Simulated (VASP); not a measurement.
The system is TaRe.

```xyz
2
Lattice="1.5864 -2.2750 0.0000 1.5864 2.2750 0.0000 0.0000 0.0000 4.4164" Properties=species:S:1:pos:R:3 pbc="T T T"
Ta    1.5864    0.0000    2.2082
Re    0.0000    0.0000    0.0000
```

Base run:

| Quantity | Value |
| --- | --- |
| Program | VASP 6.6.1 |
| Functional | LDA |
| Potentials or basis | VASP PAW LDA potentials, release 64 (Ta_pv, Re) |
| Cutoff | 520 eV |
| k mesh | 8 × 8 × 5 |
| Occupations | gaussian, width 0.05 eV |
| Spin | no spin polarisation |

Its results: band gap on the k mesh zero (band 9 reaches 9.56 eV, above the bottom of band 10 at 6.40 eV); pressure -4.8 GPa.

Problem. The run is repeated on the same cell with these changes: potentials or basis from VASP PAW LDA potentials, release 64 (Ta_pv, Re) to VASP PAW LDA potentials, release 64 (Ta_sv_GW, Re_sv_GW); cutoff from 520 eV to 500 eV; further incar settings from ALGO = Normal; EDIFF = 1e-06; NBANDS = 16 to ALGO = Normal; EDIFF = 1e-06; NBANDS = 21; valence electrons from 18 to 28. What comes out?

Solution. Band gap on the k mesh zero (band 14 reaches 14.56 eV, above the bottom of band 15 at 11.40 eV); pressure -6.7 GPa.

Caveats: spin-orbit coupling is left out, which moves the levels of the heavy elements.
